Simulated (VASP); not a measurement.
# Sb (P6/mmm) in VASP: notebook, part 2 of 2

VASP 6.6.1. Earlier steps stand in the parts before.

**3. Single point, PBE (24.32 Å³/atom)**

This run uses another cell than the first one, of 24.32 Å³/atom.

File INCAR:

```
  ALGO = Normal
  EDIFF = 1E-7
  ENCUT = 520
  GGA = PE
  ISIF = 2
  ISMEAR = -1
  LASPH = True
  LCHARG = False
  LREAL = False
  LWAVE = False
  NBANDS = 14
  NELM = 80
  PREC = Accurate
  SIGMA = 0.1
```

File KPOINTS:

```
k-points
0
Gamma
  9 9 13
```

File POSCAR:

```
Sb
1.0
    5.2084938606      0.0000000000      0.0000000000
   -2.6042469303      4.5106879987      0.0000000000
    0.0000000000      0.0000000000      3.1053500786
Sb
3
Direct
    0.0000000000      0.0000000000      1.0000000000
    0.3333333333      0.6666666667      0.5000000000
    0.6666666667      0.3333333333      0.5000000000
```

Potentials or basis: VASP PAW PBE potentials, release 64 (Sb).

Command:

```bash
$ cat potpaw_PBE.64/Sb/POTCAR > POTCAR
$ mpirun -np 1 vasp_std > vasp.out
```

OUTCAR:

```text
EDIFF = 1E-7
   ENCUT = 520
   GGA = PE
   ISIF = 2
   ISMEAR = -1
   LASPH = True
   LREAL = False
   NELM = 80
   PREC = Accurate

 ion  position               nearest neighbor table
   1  0.000  0.000  0.000-   2 3.38   3 3.38   2 3.38   3 3.38   2 3.38   2 3.38   3 3.38   3 3.38
                             3 3.38   3 3.38   2 3.38   2 3.38
   2  0.333  0.667  0.500-   3 3.01   3 3.01   3 3.01   1 3.38   1 3.38   1 3.38   1 3.38   1 3.38
                             1 3.38
   3  0.667  0.333  0.500-   2 3.01   2 3.01   2 3.01   1 3.38   1 3.38   1 3.38   1 3.38   1 3.38
                             1 3.38

  LATTYP: Found a hexagonal cell.
 ALAT       =     5.2084938606
 C/A-ratio  =     0.5962088392

  Lattice vectors:

 A1 = (   5.2084938606,   0.0000000000,   0.0000000000)
 A2 = (  -2.6042469303,   4.5106879987,   0.0000000000)
 A3 = (   0.0000000000,   0.0000000000,   3.1053500786)

Analysis of symmetry for initial positions (statically):
=====================================================================
 Subroutine PRICEL returns:
 Original cell was already a primitive cell.

 Routine SETGRP: Setting up the symmetry group for a
 hexagonal supercell.

[... 185 lines left out ...]
      9      15.5598      0.00000
     10      16.0674      0.00000
     11      16.0674      0.00000
     12      16.5367      0.00000
     13      16.5653      0.00000
     14      20.6090      0.00000
[... 377 lines left out ...]
      1      -1.3727      2.00000
      2      -1.3727      2.00000
      3      -1.2230      2.00000
      4       6.6294      2.00000
      5       7.0549      2.00000
      6       7.0549      2.00000
      7      12.2463      0.00000
      8      12.2463      0.00000
      9      13.0449      0.00000
     10      13.3499      0.00000
     11      13.6023      0.00000
     12      13.6023      0.00000
     13      16.9630      0.00000
     14      17.0360      0.00000

 [... further k-points ...]

------------------------ aborting loop because EDIFF is reached ----------------------------------------

  FORCE on cell =-STRESS in cart. coord.  units (eV):
  Direction    XX          YY          ZZ          XY          YZ          ZX
  --------------------------------------------------------------------------------------
  -------------------------------------------------------------------------------------
  Total        4.2244152      4.2244152      4.7019368      0.0000000     -0.0000000      0.0000000
  in kB       92.7708772     92.7708772    103.2575599      0.0000000     -0.0000000      0.0000000
  external PRESSURE =      96.2664381 kB  Pullay stress =       0.0000000 kB

 VOLUME and BASIS-vectors are now :
 -----------------------------------------------------------------------------
  energy-cutoff  :      520.00
  volume of cell :       72.96
      direct lattice vectors                 reciprocal lattice vectors
     5.208493861  0.000000000  0.000000000     0.191994083  0.110847835  0.000000000
    -2.604246930  4.510687999  0.000000000     0.000000000  0.221695670  0.000000000
     0.000000000  0.000000000  3.105350079     0.000000000  0.000000000  0.322024884

 POSITION                                       TOTAL-FORCE (eV/Angst)
 -----------------------------------------------------------------------------------
      0.00000      0.00000      0.00000         0.000000      0.000000      0.000000
     -0.00000      3.00713      1.55268        -0.000000     -0.000000      0.000000
      2.60425      1.50356      1.55268         0.000000      0.000000     -0.000000
 -----------------------------------------------------------------------------------
    total drift:                                0.000000     -0.000000      0.000000

  FREE ENERGIE OF THE ION-ELECTRON SYSTEM (eV)
  ---------------------------------------------------
  free  energy   TOTEN  =       -11.4529797526 eV

  energy  without entropy=      -11.4044085151  energy(sigma->0) =      -11.42869413
```

Wall time 96 s (1 thread of Intel Xeon 8259CL, shared host); peak memory 0.22 GiB.

Results:

```
Free energy            : -11.4530 eV
Pressure               : 9.6 GPa
Band gap on the k mesh : zero (an odd number of electrons rules out a gap without spin polarisation)
```

Stress tensor (GPa, compression positive):
```
 9.28  0.00  0.00
 0.00  9.28  0.00
 0.00  0.00 10.33
```

Caveat: the cell stands under pressure; spin-orbit coupling is left out, which moves the levels of the heavy elements.

**4. Single point, PBE (25.42 Å³/atom)**

This run uses another cell than the first one, of 25.42 Å³/atom.

File INCAR:

```
SYSTEM = Sb
  PREC = Accurate
  ENCUT = 520
  EDIFF = 1E-6
  ISMEAR = -1
  SIGMA = 0.1
  LREAL = .False.
  LASPH = .True.
  NELM = 100
  ALGO = Normal
  ISIF = 2
  LWAVE = .False.
  LCHARG = .False.
  GGA = PE
  NBANDS = 14
```

File KPOINTS:

```
Automatic mesh
0
Gamma
  9 9 13
  0 0 0
```

File POSCAR:

```
Sb
1.0
    5.2862440376      0.0000000000      0.0000000000
   -2.6431220188      4.5780216272      0.0000000000
    0.0000000000      0.0000000000      3.1517054214
Sb
3
Direct
    0.0000000000      0.0000000000      1.0000000000
    0.3333333333      0.6666666667      0.5000000000
    0.6666666667      0.3333333333      0.5000000000
```

Command:

```bash
$ cat potpaw_PBE.64/Sb/POTCAR > POTCAR
$ mpirun -np 1 vasp_std > vasp.out
```

Run time: 86 s. Hardware: 1 thread of Intel Xeon 8259CL, shared host; peak memory 0.23 GiB.

It converged, with:

- Free energy: -11.6082 eV
- Pressure: 5.5 GPa
- Band gap on the k mesh: zero (an odd number of electrons rules out a gap without spin polarisation)

Stress tensor (GPa, compression positive):
```
5.27 0.00 0.00
0.00 5.27 0.00
0.00 0.00 6.05
```

Levels at points of the mesh, in eV from the Fermi level:
```csv
k point,band 5,band 6,band 7,band 8,band 9,band 10,band 11,band 12
"(0.00, 0.00, 0.00)",-4.29,-4.02,-4.02,1.72,5.61,5.81,5.81,6.26
```

Caveat: the cell stands under pressure; spin-orbit coupling is left out, which moves the levels of the heavy elements.

**5. Single point, PBE (26.53 Å³/atom)**

This run uses another cell than the first one, of 26.53 Å³/atom.

File INCAR:

```
ALGO = Normal ; EDIFF = 1E-6
ENCUT = 520 ; GGA = PE
ISIF = 2 ; ISMEAR = -1
LASPH = T ; LCHARG = F
LREAL = F ; LWAVE = F
NBANDS = 14 ; NELM = 80
PREC = Accurate ; SIGMA = 0.1
```

File KPOINTS:

```
k-points
0
Gamma
  9 9 13
```

File POSCAR:

```
Sb
1.0
    5.3617720138      0.0000000000      0.0000000000
   -2.6808860069      4.6434307733      0.0000000000
    0.0000000000      0.0000000000      3.1967358684
Sb
3
Direct
    0.0000000000      0.0000000000      1.0000000000
    0.3333333333      0.6666666667      0.5000000000
    0.6666666667      0.3333333333      0.5000000000
```

Command:

```bash
$ cat potpaw_PBE.64/Sb/POTCAR > POTCAR
$ mpirun -np 1 vasp_std > vasp.out
```

It took 80 s on 1 thread of Intel Xeon 8259CL, shared host; peak memory 0.23 GiB.

It converged, with:

* Free energy: -11.6877 eV
* Pressure: 2.3 GPa
* Band gap on the k mesh: zero (an odd number of electrons rules out a gap without spin polarisation)

Stress tensor (GPa, compression positive):
```
2.10 0.00 0.00
0.00 2.10 0.00
0.00 0.00 2.62
```

Levels at points of the mesh, in eV from the Fermi level:
```
           k point  band 6  band 7  band 8  band 9  band 10  band 11
(0.00, 0.00, 0.00)   -3.80   -3.80    1.68    5.49     5.49     5.58
```

Caveat: spin-orbit coupling is left out, which moves the levels of the heavy elements.

**6. Overview**

| cell | k mesh | gap on the mesh (eV) | pressure (GPa) |
| --- | --- | --- | --- |
| a = 5.435, b = 5.435, c = 3.241 Å, angles 90.0, 90.0, 120.0°, 3 atoms | 7 × 7 × 10 | none | -0.1 |
| a = 5.208, b = 5.208, c = 3.105 Å, angles 90.0, 90.0, 120.0°, 3 atoms | 9 × 9 × 13 | none | 9.6 |
| a = 5.286, b = 5.286, c = 3.152 Å, angles 90.0, 90.0, 120.0°, 3 atoms | 9 × 9 × 13 | none | 5.5 |
| a = 5.362, b = 5.362, c = 3.197 Å, angles 90.0, 90.0, 120.0°, 3 atoms | 9 × 9 × 13 | none | 2.3 |

Alike in all rows: task single point; level PBE; potentials or basis VASP PAW PBE potentials, release 64 (Sb); no spin polarisation; cutoff (eV) 520; smearing fermi-dirac 0.1 eV.

Caveats: spin-orbit coupling is left out, which moves the levels of the heavy elements; the cell stands under pressure (at least some runs).

Total energies depend on the potentials used, so only differences within one code and one set of settings carry meaning.
